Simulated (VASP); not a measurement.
Sn:

```xyz
2
Lattice="2.6625 0.0000 0.0000 -1.3312 2.3058 0.0000 0.0000 0.0000 4.3088" Properties=species:S:1:pos:R:3 pbc="T T T"
Sn    0.0000    1.5372    1.0772
Sn    1.3312    0.7686    3.2316
```

This isn't the form of Sn at room conditions, which is tetragonal (white tin).

```yaml
Program: VASP 6.6.1
Task: relaxation of cell and atoms
Functional: PBE
Potentials_or_basis: VASP PAW PBE potentials, release 64 (Sn_d)
Cutoff: 600 eV
k_mesh: 12 × 12 × 6
Occupations: gaussian, width 0.1 eV
Spin: no spin polarisation
```

At the start: pressure 208.2 GPa; volume 13.23 Å³/atom.

Q: How do energy, volume and symmetry change on relaxing?

A: Over 7 steps the energy falls by 4603.0 meV/atom and the volume is 27.72 Å³/atom (+109.6 %); space group P6_3/mmc (No. 194, to 0.1 Å) before and after.

Step by step:
```csv
step,energy change (eV),largest force (eV/Å),pressure (GPa),volume (Å³)
1,0.0000,0.0000,208.16,26.45
2,-2.5695,0.0000,-23.83,161.85
3,-8.6888,0.0000,-7.30,72.60
4,-8.9170,0.0000,-6.33,67.27
5,-9.0912,0.0000,6.99,49.41
6,-9.1981,0.0000,-1.45,56.96
7,-9.2060,0.0000,-0.19,55.44
```

Final structure:
```xyz
2
Lattice="3.4073 0.0000 0.0000 -1.7037 2.9508 0.0000 0.0000 0.0000 5.5144" Properties=species:S:1:pos:R:3 pbc="T T T"
Sn    0.0000    1.9672    1.3786
Sn    1.7037    0.9836    4.1358
```

Caveat: the volume moved by over 15 % at a fixed basis, so the end points are rough.
